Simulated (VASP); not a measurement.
Wanted: the native input for a VASP 6.6.1 run.

* Task: single point
* Functional: PBE
* Potentials or basis: VASP PAW PBE potentials, release 64 (Sn_d)
* Cutoff: 520 eV
* k mesh: 8 × 8 × 8
* Occupations: fermi-dirac, width 0.2 eV
* Spin: no spin polarisation
* Dipole correction: no
* Further INCAR settings: ALGO = Normal; EDIFF = 1e-06; NBANDS = 21

The structure of Sn lies in POSCAR:

```
Sn
1.0
    0.0000000000      3.3289000152      3.3289000152
    3.3289000152      0.0000000000      3.3289000152
    3.3289000152      3.3289000152      0.0000000000
Sn
2
Direct
    0.5000000000      0.5000000000      0.5000000000
    0.7500000000      0.7500000000      0.7500000000
```

This isn't the form of Sn at room conditions, which is tetragonal (white tin).

The input as run:

INCAR

```
SYSTEM = Sn
  PREC = Accurate
  ENCUT = 520
  EDIFF = 1E-6
  ISMEAR = -1
  SIGMA = 0.2
  LREAL = .False.
  LASPH = .True.
  NELM = 100
  ALGO = Normal
  ISIF = 2
  LWAVE = .False.
  LCHARG = .False.
  GGA = PE
  NBANDS = 21
```

KPOINTS

```
Automatic mesh
0
Gamma
  8 8 8
  0 0 0
```

Potentials or basis: VASP PAW PBE potentials, release 64 (Sn_d).

Command:

```sh
$ cat potpaw_PBE.64/Sn_d/POTCAR > POTCAR
$ mpirun -np 1 vasp_std > vasp.out
```

It gave:

```
Pressure               : 0.1 GPa
Band gap on the k mesh : zero (bands 14 and 15 overlap by 0.23 eV)
```

Caveat: spin-orbit coupling is left out, which moves the levels of the heavy elements.

Wall time 60 s on 1 thread of AMD EPYC 7R13, with other jobs on the host, peak memory 0.18 GiB.
